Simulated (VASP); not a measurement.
Al3BAs2:

```
Al B As
1.0
     3.93066    0.00000    0.00000
     0.00000    3.93066    0.00000
     0.00000    0.00000    7.44268
Al B As
3 1 2
Direct
  0.00000 0.50000 0.68165
  0.50000 0.00000 0.31835
  0.50000 0.50000 0.00000
  0.00000 0.00000 0.50000
  0.50000 0.50000 0.66193
  0.50000 0.50000 0.33807
```

The cell was built from a structure type or drawn by symmetry, and may not be a known phase.

| Property | Result |
| --- | --- |
| Program | VASP 6.6.1 |
| Task | relaxation of cell and atoms |
| Functional | PBE |
| Potentials or basis | VASP PAW PBE potentials, release 64 (Al, B, As) |
| Cutoff | 600 eV |
| k mesh | 4 × 4 × 4 |
| Occupations | gaussian, width 0.1 eV |
| Spin | no spin polarisation |

At the start: pressure 32.7 GPa; volume 19.16 Å³/atom.

How do energy, volume and symmetry change on relaxing?

Over 47 steps the energy falls by 1454.2 meV/atom and the volume is 23.83 Å³/atom (+24.3 %); space group P-4m2 (No. 115, to 0.1 Å) before and after.

Step by step:
```tsv
step	energy change (eV)	largest force (eV/Å)	pressure (GPa)	volume (Å³)
1	0.0000	1.0941	32.75	114.99
3	-4.3091	0.6599	0.11	162.76
5	-4.3124	0.7012	-0.33	164.77
7	-4.7672	1.1328	1.09	161.08
9	-4.7976	1.1673	1.96	159.95
11	-4.8261	1.2812	3.09	158.93
13	-4.9163	1.5318	3.79	159.58
15	-5.3734	1.6683	2.14	163.74
17	-6.6224	1.6027	-3.33	182.97
19	-7.7842	0.4516	-4.93	172.56
21	-7.9679	0.6443	-4.52	165.61
23	-8.2600	0.7244	-0.20	147.60
25	-8.2993	0.4793	0.07	146.69
27	-8.3248	0.3179	0.32	146.47
29	-8.3638	0.3039	-0.80	149.88
31	-8.3842	0.1980	-2.28	155.12
33	-8.4059	0.1779	-2.41	155.61
35	-8.4311	0.4099	-2.84	157.45
37	-8.4724	0.3393	-2.35	155.31
39	-8.5858	0.8257	1.88	141.72
41	-8.6458	0.5866	0.61	144.20
43	-8.7062	0.3471	0.43	141.98
45	-8.7215	0.1188	-0.13	143.59
47	-8.7251	0.0347	0.01	142.96
```

Final structure:
```cif
data_structure
_symmetry_space_group_name_H-M 'P 1'
_symmetry_Int_Tables_number 1
_cell_length_a 3.8828
_cell_length_b 3.8828
_cell_length_c 9.4829
_cell_angle_alpha 90.000
_cell_angle_beta 90.000
_cell_angle_gamma 90.000
_cell_volume 142.96
loop_
_atom_site_label
_atom_site_type_symbol
_atom_site_fract_x
_atom_site_fract_y
_atom_site_fract_z
_atom_site_occupancy
Al1 Al 0.00000 0.50000 0.59204 1
Al2 Al 0.50000 0.00000 0.40796 1
Al3 Al 0.50000 0.50000 0.00000 1
B1 B 0.00000 0.00000 0.50000 1
As1 As 0.50000 0.50000 0.75546 1
As2 As 0.50000 0.50000 0.24454 1
```

Caveat: the k points lie up to 0.40 Å⁻¹ apart in the final cell, too coarse for converged energies and pressures of a metal; the volume moved by over 15 % at a fixed basis, so the end points are rough.
